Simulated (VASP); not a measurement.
# ZnCd3SO (P4/mmm) in VASP: relaxation of cell and atoms with PBE

Aim: the relaxation of cell and atoms of ZnCd3SO with PBE.

All numbers are computed with VASP 6.6.1; they aren't measurements. Logs are shortened: lines on timing, memory, paths and dates and some standing lists are left out, and cuts for length are marked.

### 1 The cell of the first run

The structure is tetragonal, space group P4/mmm (No. 123). The conventional cell has a = 4.902 Å, b = 4.902 Å, c = 4.968 Å, α = 90.00°, β = 90.00°, γ = 90.00°. Within 3.2 Å of Zn (site symmetry 4/mmm) lie 4 Cd at 2.45 Å and 2 S at 2.48 Å. Cd (site symmetry mmm) has 2 Zn at 2.45 Å and 2 Cd at 2.45 Å within 3.2 Å. Cd (site symmetry 4/mmm) has 4 Cd at 2.45 Å and 2 O at 2.48 Å within 3.2 Å. Within 3.3 Å of S (site symmetry 4/mmm) lie 2 Zn at 2.48 Å. Within 3.3 Å of O (site symmetry 4/mmm) lie 2 Cd at 2.48 Å.

The cell was generated, and may not be a known phase.

### 2 Relaxation of cell and atoms, PBE, collinear spin, ferromagnetic start

INCAR reads:

```
SYSTEM = ZnCd3SO
ALGO     = Normal         ! electronic algorithm
EDIFF    = 1E-7           ! SCF threshold, eV
EDIFFG   = -0.04          ! ionic threshold
ENCUT    = 600            ! plane-wave cutoff, eV
GGA      = PE             ! functional
IBRION   = 2              ! ionic algorithm
ISIF     = 3              ! what is computed and relaxed
ISMEAR   = 0              ! smearing method
ISPIN    = 2              ! spin polarisation
LASPH    = .True.         ! aspherical terms in the spheres
LCHARG   = .False.        ! write CHGCAR
LORBIT   = 11             ! projections on sites
LREAL    = .False.        ! projectors in reciprocal space
LWAVE    = .False.        ! write WAVECAR
MAGMOM   = 0 0 0 0 0 1    ! initial moments
NELM     = 150            ! most SCF steps
NSW      = 90             ! ionic steps
PREC     = Accurate       ! precision mode
SIGMA    = 0.1            ! smearing width, eV
```

KPOINTS reads:

```
k-points
0
Gamma
  4 4 4
  0 0 0
```

POSCAR reads:

```
ZnCd3SO
1.0
    4.9019509800      0.0000000000      0.0000000000
    0.0000000000      4.9019509800      0.0000000000
    0.0000000000      0.0000000000      4.9680921400
Zn Cd S O
1 3 1 1
Direct
    0.5000000000      0.5000000000      0.0000000000
    0.5000000000      0.0000000000      0.0000000000
    0.0000000000      0.5000000000      0.0000000000
    0.0000000000      0.0000000000      0.0000000000
    0.5000000000      0.5000000000      0.5000000000
    0.0000000000      0.0000000000      0.5000000000
```

Potentials or basis: VASP PAW PBE potentials, release 64 (Zn, Cd, S, O).

Command:

```bash
cat potpaw_PBE.64/Zn/POTCAR potpaw_PBE.64/Cd/POTCAR potpaw_PBE.64/S/POTCAR potpaw_PBE.64/O/POTCAR > POTCAR
mpirun -np 1 vasp_std > vasp.out
```

OUTCAR:

```text
SYSTEM = ZnCd3SO
   EDIFF = 1E-7
   EDIFFG = -0.04
   ENCUT = 600
   GGA = PE
   IBRION = 2
   ISIF = 3
   ISMEAR = 0
   ISPIN = 2
   LASPH = .True.
   LORBIT = 11
   LREAL = .False.
   NELM = 150
   NSW = 90
   PREC = Accurate

 ion  position               nearest neighbor table
   1  0.500  0.500  0.000-   2 2.45   3 2.45   2 2.45   3 2.45   5 2.48   5 2.48
   2  0.500  0.000  0.000-   1 2.45   4 2.45   1 2.45   4 2.45   3 3.47   3 3.47   3 3.47   3 3.47

   3  0.000  0.500  0.000-   1 2.45   4 2.45   4 2.45   1 2.45   2 3.47   2 3.47   2 3.47   2 3.47

   4  0.000  0.000  0.000-   2 2.45   3 2.45   3 2.45   2 2.45   6 2.48   6 2.48
   5  0.500  0.500  0.500-   1 2.48   1 2.48
   6  0.000  0.000  0.500-   4 2.48   4 2.48

  LATTYP: Found a simple tetragonal cell.
 ALAT       =     4.9019509800
 C/A-ratio  =     1.0134928236

  Lattice vectors:

 A1 = (   4.9019509800,   0.0000000000,   0.0000000000)
 A2 = (   0.0000000000,   4.9019509800,   0.0000000000)
 A3 = (   0.0000000000,   0.0000000000,   4.9680921400)

Analysis of symmetry for initial positions (statically):
=====================================================================
 Subroutine PRICEL returns:
 Original cell was already a primitive cell.

 Routine SETGRP: Setting up the symmetry group for a
 simple tetragonal supercell.

 Subroutine GETGRP returns: Found 16 space group operations
 (whereof 16 operations were pure point group operations)
 out of a pool of 16 trial point group operations.

The static configuration has the point symmetry D_4h.

Analysis of symmetry for dynamics (positions and initial velocities):
=====================================================================
 Subroutine PRICEL returns:
 Original cell was already a primitive cell.

 Routine SETGRP: Setting up the symmetry group for a
 simple tetragonal supercell.

 Subroutine GETGRP returns: Found 16 space group operations
 (whereof 16 operations were pure point group operations)
 out of a pool of 16 trial point group operations.

The dynamic configuration has the point symmetry D_4h.

Analysis of structural, dynamic, and magnetic symmetry:
=====================================================================
 Subroutine PRICEL returns:
 Original cell was already a primitive cell.

 Routine SETGRP: Setting up the symmetry group for a
 simple tetragonal supercell.

 Subroutine GETGRP returns: Found 16 space group operations
 (whereof 16 operations were pure point group operations)
 out of a pool of 16 trial point group operations.

The overall configuration has the point symmetry D_4h.

 Subroutine INISYM returns: Found 16 space group operations
 (whereof 16 operations are pure point group operations),
 and found     1 'primitive' translations

----------------------------------------------------------------------------------------

                                     Primitive cell

  volume of cell :     119.3789

  direct lattice vectors                    reciprocal lattice vectors
     4.901950980  0.000000000  0.000000000     0.204000408  0.000000000  0.000000000
     0.000000000  4.901950980  0.000000000     0.000000000  0.204000408  0.000000000
     0.000000000  0.000000000  4.968092140     0.000000000  0.000000000  0.201284512

  length of vectors
     4.901950980  4.901950980  4.968092140     0.204000408  0.204000408  0.201284512

  position of ions in fractional coordinates (direct lattice)
     0.500000000  0.500000000  0.000000000
     0.500000000  0.000000000  0.000000000
     0.000000000  0.500000000  0.000000000
     0.000000000  0.000000000  0.000000000
     0.500000000  0.500000000  0.500000000
     0.000000000  0.000000000  0.500000000

  ion indices of the primitive-cell ions
   primitive index   ion index
                 1           1
                 2           2
                 3           3
                 4           4
                 5           5
                 6           6

----------------------------------------------------------------------------------------

 KPOINTS: k-points

Automatic generation of k-mesh.
 Grid dimensions read from file:
 generate k-points for:    4    4    4

 Generating k-lattice:

  Cartesian coordinates                     Fractional coordinates (reciprocal lattice)
     0.051000102  0.000000000  0.000000000     0.250000000  0.000000000  0.000000000
     0.000000000  0.051000102  0.000000000     0.000000000  0.250000000  0.000000000
     0.000000000  0.000000000  0.050321128     0.000000000  0.000000000  0.250000000

  Length of vectors
     0.051000102  0.051000102  0.050321128

  Shift w.r.t. Gamma in fractional coordinates (k-lattice)
     0.000000000  0.000000000  0.000000000

 Subroutine IBZKPT returns following result:
 ===========================================

 Found     18 irreducible k-points:

 Following reciprocal coordinates:
            Coordinates               Weight
  0.000000  0.000000  0.000000      1.000000
  0.250000  0.000000  0.000000      4.000000
  0.500000  0.000000  0.000000      2.000000
  0.250000  0.250000  0.000000      4.000000
  0.500000  0.250000  0.000000      4.000000
  0.500000  0.500000  0.000000      1.000000
[... 10 lines left out ...]
  0.500000  0.250000  0.500000      4.000000
  0.500000  0.500000  0.500000      1.000000
   k-points           NKPTS =     18   k-points in BZ     NKDIM =     18   number of bands    NBANDS=     37
   number of dos      NEDOS =    301   number of ions     NIONS =      6
   total plane-waves  NPLWV =  64000
   dimension x,y,z NGX =    40 NGY =   40 NGZ =   40
   dimension x,y,z NGXF=    80 NGYF=   80 NGZF=   80
   ions per type =               1   3   1   1
   NGX,Y,Z   is equivalent  to a cutoff of  13.57, 13.57, 13.39 a.u.
   NGXF,Y,Z  is equivalent  to a cutoff of  27.13, 27.13, 26.77 a.u.
 SYSTEM =  ZnCd3SO
   PREC   = accura    normal or accurate (medium, high low for compatibility)
   ISTART =      0    job   : 0-new  1-cont  2-samecut
   ICHARG =      2    charge: 1-file 2-atom 10-const
   ISPIN  =      2    spin polarized calculation?
   LNONCOLLINEAR =      F non collinear calculations
   LSORBIT =      F    spin-orbit coupling
   LASPH  =      T    aspherical Exc in radial PAW
   ENCUT  =  600.0 eV  44.10 Ry    6.64 a.u.   9.79  9.79  9.92*2*pi/ulx,y,z
   NELM   =    150;   NELMIN=  2; NELMDL= -5     # of ELM steps
   EDIFF  = 0.1E-06   stopping-criterion for ELM
   LREAL  =      F    real-space projection
   EDIFFG = -.4E-01   stopping-criterion for IOM
   NSW    =     90    number of steps for IOM
   IBRION =      2    ionic relax: 0-MD 1-quasi-New 2-CG
   NFREE  =      1    steps in history (QN), initial steepest desc. (CG)
   ISIF   =      3    stress and relaxation
   ISYM   =      2    0-nonsym 1-usesym 2-fastsym
   POTIM  = 0.5000    time-step for ionic-motion
   TEBEG  =    0.0;   TEEND  =   0.0 temperature during run
   PSTRESS=    0.0 pullay stress
   NELECT =      60.0000    total number of electrons
   NUPDOWN=      -1.0000    fix difference up-down
   EMIN   =  10.00;   EMAX   =-10.00  energy-range for DOS
   EFERMI =   0.00;   METHOD = LEGACY
   ISMEAR =     0;   SIGMA  =   0.10  broadening in eV -4-tet -1-fermi 0-gaus
   EFERMI_NEDOS =   21; number of points for ismear=-14 and -15
   IALGO  =     38    algorithm
   IMIX   =      4    mixing-type and parameters
     AMIX     =   0.40;   BMIX     =  1.00
     AMIX_MAG =   1.60;   BMIX_MAG =  1.00
  volume/ion in A,a.u.               =      19.90       134.27
  Fermi-wavevector in a.u.,A,eV,Ry     =   1.301616  2.459697 23.051031  1.694203
  Thomas-Fermi vector in A             =   2.432738
   LORBIT       =     11    0 simple, 1 ext, 2 COOP (PROOUT), +10 PAW based schemes
   GGA     = PE    functional components
   LHFCALC =     F    Hartree Fock is set to
   AEXX    =    0.0000 exact exchange contribution
   IVDW    =     0    specifies the selected vdW correction
   LEPSILON=     F    determine dielectric tensor
   LRPA    =     F    only Hartree local field effects (RPA)
 conjugate gradient relaxation of ions
 spin polarized calculation
 Gauss-broadening in eV      SIGMA  =   0.10
  energy-cutoff  :      600.00
  volume of cell :      119.38
 maximum number of plane-waves:      4012
 NGX is ok and might be reduce to    40
   NGX = 19   NGY = 19   NGZ = 19

--------------------------------------- Ionic step        1  -------------------------------------------

 number of electron      60.0000002 magnetization      -0.0001021

 number of electron      60.0000002 magnetization       0.0000393

 Free energy of the ion-electron system (eV)
  ---------------------------------------------------
  ext. energy  EPLUGINS =         0.00000000
  ---------------------------------------------------
  free energy    TOTEN  =        -7.92082398 eV

  energy without entropy =       -7.88318610  energy(sigma->0) =       -7.90200504

 E-fermi :   1.5487     XC(G=0): -10.1078

 val. band max:        1.5358152860   @ k =   0.2500   0.2500   0.2500
 cond. band min:       1.5595582827   @ k =   0.0000   0.0000   0.2500
 fundamental gap:      0.0237429968
 Fermi energy:         1.5486679520

 spin component 1

 k-point     1 :       0.0000    0.0000    0.0000
  band No.  band energies     occupation
      1     -13.9914      1.00000
      2     -10.4166      1.00000
      3      -9.7724      1.00000
      4      -9.2525      1.00000
      5      -9.2311      1.00000
      6      -8.4552      1.00000
[... 1549 lines left out ...]
  FREE ENERGIE OF THE ION-ELECTRON SYSTEM (eV)
  ---------------------------------------------------
  free  energy   TOTEN  =       -11.8139695478 eV

  energy  without entropy=      -11.8071511589  energy(sigma->0) =      -11.81056035

 E-fermi :  -0.2279     XC(G=0):  -8.6056

 val. band max:       -0.2611893893   @ k =   0.2500   0.2500   0.0000
 cond. band min:      -0.2249627846   @ k =   0.0000   0.0000   0.5000
 fundamental gap:      0.0362266047
 Fermi energy:        -0.2278689423

 spin component 1

 k-point     1 :       0.0000    0.0000    0.0000
  band No.  band energies     occupation
      1     -16.1019      1.00000
      2     -12.7859      1.00000
      3      -8.5877      1.00000
      4      -8.3420      1.00000
      5      -8.3370      1.00000
      6      -8.1408      1.00000
[... 1432 lines left out ...]
     36       5.0505      0.00000
     37       5.4689      0.00000

[... ionic steps 4 to 7 ...]

--------------------------------------- Ionic step        8  -------------------------------------------

 number of electron      60.0000013 magnetization       0.0000000

 number of electron      60.0000013 magnetization      -0.0000000

------------------------ aborting loop because EDIFF is reached ----------------------------------------

  FORCE on cell =-STRESS in cart. coord.  units (eV):
  Direction    XX          YY          ZZ          XY          YZ          ZX
  --------------------------------------------------------------------------------------
  -------------------------------------------------------------------------------------
  Total       -0.6282009     -0.6282009      0.2345526      0.0000000      0.0000000      0.0000000
  in kB       -6.4252567     -6.4252567      2.3990108      0.0000000      0.0000000      0.0000000
  external PRESSURE =      -3.4838342 kB  Pullay stress =       0.0000000 kB
[... 69 lines left out ...]
--------------------------------------- Ionic step       10  -------------------------------------------

 number of electron      59.9999995 magnetization      -0.0000000

 number of electron      59.9999995 magnetization       0.0000001

 Free energy of the ion-electron system (eV)
  ---------------------------------------------------
  ext. energy  EPLUGINS =         0.00000000
  ---------------------------------------------------
  free energy    TOTEN  =       -12.04173124 eV

  energy without entropy =      -12.03440159  energy(sigma->0) =      -12.03806641

 E-fermi :   0.2568     XC(G=0):  -8.9227

 val. band max:        0.2363190072   @ k =   0.2500   0.2500   0.0000
 cond. band min:       0.3343491063   @ k =   0.0000   0.0000   0.5000
 fundamental gap:      0.0980300991
 Fermi energy:         0.2568117433

 spin component 1

 k-point     1 :       0.0000    0.0000    0.0000
  band No.  band energies     occupation
      1     -15.9933      1.00000
      2     -12.7867      1.00000
      3      -8.3189      1.00000
      4      -8.0529      1.00000
      5      -8.0503      1.00000
      6      -7.8484      1.00000
[... 1465 lines left out ...]
  FREE ENERGIE OF THE ION-ELECTRON SYSTEM (eV)
  ---------------------------------------------------
  free  energy   TOTEN  =       -12.0417312366 eV

  energy  without entropy=      -12.0344015888  energy(sigma->0) =      -12.03806641

 reached required accuracy - stopping structural energy minimisation

 total charge

# of ion       s       p       d       tot
------------------------------------------
    1        0.592   0.475   9.784  10.852
    2        0.669   0.088   9.513  10.271
    3        0.669   0.088   9.513  10.271
    4        0.463   0.278   9.530  10.271
    5        1.335   2.404   0.000   3.739
    6        1.584   3.275   0.000   4.859
--------------------------------------------------
tot          5.314   6.608  38.341  50.262

 magnetization (x)

# of ion       s       p       d       tot
------------------------------------------
    1        0.000   0.000  -0.000   0.000
    2       -0.000  -0.000   0.000  -0.000
    3       -0.000  -0.000   0.000  -0.000
    4        0.000   0.000  -0.000   0.000
    5        0.000   0.000   0.000   0.000
    6        0.000  -0.000   0.000  -0.000
--------------------------------------------------
tot         -0.000  -0.000   0.000  -0.000
```

Wall time 30 min (1 thread of Oxide Virtual Turin-like, shared host); peak memory 0.35 GiB.

What came out:

| Quantity | Value |
| --- | --- |
| Free energy | -12.0417 eV |
| Relaxed volume | 25.32 Å³/atom |
| Relaxed cell | a = 5.980 Å, b = 5.980 Å, c = 4.248 Å, α = 90.00°, β = 90.00°, γ = 90.00° |
| Space group after relaxing (to 0.1 Å) | P4/mmm (No. 123) |
| Energy gained by relaxing | 686.8 meV/atom |
| Ionic steps | 10 |
| Pressure after relaxing | 0.1 GPa |
| Band gap on the k mesh | zero (filled and empty bands overlap) |
| Net moment | 0.00 μB per cell |
| Valence electrons inside the program's atomic spheres | Zn 10.85; Cd 10.27; S 3.74; O 4.86 |

Stress tensor (GPa, compression positive):
```
0.12 0.00 0.00
0.00 0.12 0.00
0.00 0.00 0.01
```

Step by step:
```tsv
step	energy change (eV)	largest force (eV/Å)	pressure (GPa)	volume (Å³)
1	0.0000	0.0000	13.72	119.38
2	-3.6831	0.0000	-2.33	148.62
3	-3.8931	0.0000	-2.73	154.71
4	-4.0133	0.0000	-2.62	166.64
5	-4.0135	0.0000	-2.72	163.04
6	-4.0689	0.0000	1.42	153.02
7	-4.1109	0.0000	-0.40	156.77
8	-4.1109	0.0000	-0.35	156.65
9	-4.1166	0.0000	-0.23	155.26
10	-4.1209	0.0000	0.08	151.92
```

Final structure:
```xyz
6
Lattice="5.9799 0.0000 0.0000 0.0000 5.9799 0.0000 0.0000 0.0000 4.2485" Properties=species:S:1:pos:R:3 pbc="T T T"
Zn    2.9900    2.9900    0.0000
Cd    2.9900    0.0000    0.0000
Cd    0.0000    2.9900    4.2485
Cd    0.0000    0.0000    0.0000
S     2.9900    2.9900    2.1242
O     0.0000    0.0000    2.1242
```

Caveat: the volume moved by over 15 % at a fixed basis, so the end points are rough; semilocal functionals underestimate gaps, and a narrow one can read as zero.

The gap in the log of VASP goes by the Fermi energy; the results here count the filled bands.